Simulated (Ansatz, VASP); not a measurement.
# Two plane-wave programs on Zr

Contents of INCAR:

```
ALGO = Normal
EDIFF = 1E-7
EDIFFG = -0.005
ENCUT = 600
GGA = PE
IBRION = 2
ISIF = 3
ISMEAR = -1
LASPH = T
LCHARG = F
LREAL = F
LWAVE = F
NELM = 100
NSW = 100
PREC = Accurate
SIGMA = 0.05
```

The input KPOINTS:

```
k-points
0
Gamma
  13 13 13
```

POSCAR

```
Zr
1.0
   -1.7727566677      1.7727566677      1.7727566677
    1.7727566677     -1.7727566677      1.7727566677
    1.7727566677      1.7727566677     -1.7727566677
Zr
1
Direct
    0.0000000000      0.0000000000      0.0000000000
```

Input for Ansatz:

```yaml
crystal:
  lattice:
    - [-1.7727566677, 1.7727566677, 1.7727566677]
    - [1.7727566677, -1.7727566677, 1.7727566677]
    - [1.7727566677, 1.7727566677, -1.7727566677]
  atoms:
    - { symbol: Zr, position: [0.0, 0.0, 0.0] }
kpoints:
  mp_grid: { grid: [13, 13, 13] }
scf:
  occupations: { method: fermi_dirac, width: 0.05 }
hamiltonian:
  xc: pbe
  pseudopotentials: { kind: paw }
output:
  forces: true
  stress: true
  efg: { contact_densities: true }
relax:
  f_tol: 0.005
  max_steps: 80
  cell: {}
```

Alike in both runs: task relaxation of cell and atoms; functional PBE; k mesh 13 × 13 × 13; occupations fermi-dirac, width 0.05 eV; no spin polarisation.

```csv
,VASP,Ansatz
version,VASP 6.6.1,Ansatz 0.2.0
potentials or method,"VASP PAW PBE potentials, release 64 (Zr_sv)","PAW with Ansatz's default frozen-core files, scalar-relativistic"
plane-wave cutoff (eV),600,420
valence electrons in the cell,12,12
```

Ansatz gave:

| Item | Value |
| --- | --- |
| relaxed volume (Å³/atom) | 22.81 |
| relaxed cell length with the largest relative difference (Å) | 3.094 |

Problem. What did VASP give for the same quantities?

Solution. Relaxed volume (Å³/atom): 22.82; relaxed cell length with the largest relative difference (Å): 3.095.
